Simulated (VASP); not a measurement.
Runs of VASP 6.6.1 on Ir. The structure is that of space group Fm-3m (No. 225), or close to it. The cells are those of the table. 

```csv
potentials or basis,cell,cutoff (eV),second run,gap on the mesh (eV),pressure (GPa)
"VASP PAW PBE potentials, release 64 (Ir_sv_GW)","a = 2.700 Å, angles 60.0°, 1 atom",550,valence_matched,none,(b)
"VASP PAW PBE potentials, release 64 (Ir)","a = 2.736 Å, angles 60.0°, 1 atom",520,-,none,-5.0
"VASP PAW PBE potentials, release 64 (Ir_sv_GW)","a = 2.681 Å, angles 60.0°, 1 atom",550,valence_matched,none,14.8
"VASP PAW PBE potentials, release 64 (Ir)","a = 2.700 Å, angles 60.0°, 1 atom",520,-,none,(a)
"VASP PAW PBE potentials, release 64 (Ir_sv_GW)","a = 2.754 Å, angles 60.0°, 1 atom",550,valence_matched,none,-15.6
"VASP PAW PBE potentials, release 64 (Ir_sv_GW)","a = 2.718 Å, angles 60.0°, 1 atom",550,valence_matched,none,-2.2
"VASP PAW PBE potentials, release 64 (Ir)","a = 2.754 Å, angles 60.0°, 1 atom",520,-,none,-11.5
"VASP PAW PBE potentials, release 64 (Ir)","a = 2.718 Å, angles 60.0°, 1 atom",520,-,none,2.4
"VASP PAW PBE potentials, release 64 (Ir)","a = 2.681 Å, angles 60.0°, 1 atom",520,-,none,20.1
```

Alike in all rows: task single point; level r2SCAN; no spin polarisation; k mesh 20 × 20 × 20; smearing gaussian 0.05 eV.

Fill in the values left out.

(a) 10.7; (b) 5.7.

Caveats: the PAW data sets were made with another functional, which shifts forces and pressure a little; spin-orbit coupling is left out, which moves the levels of the heavy elements.

A k mesh can miss the band edges, and the runs leave out spin-orbit coupling on Ir.

A gap of «none» marks levels without a gap at the run's occupations.

The runs don't all hold the same shells in valence.
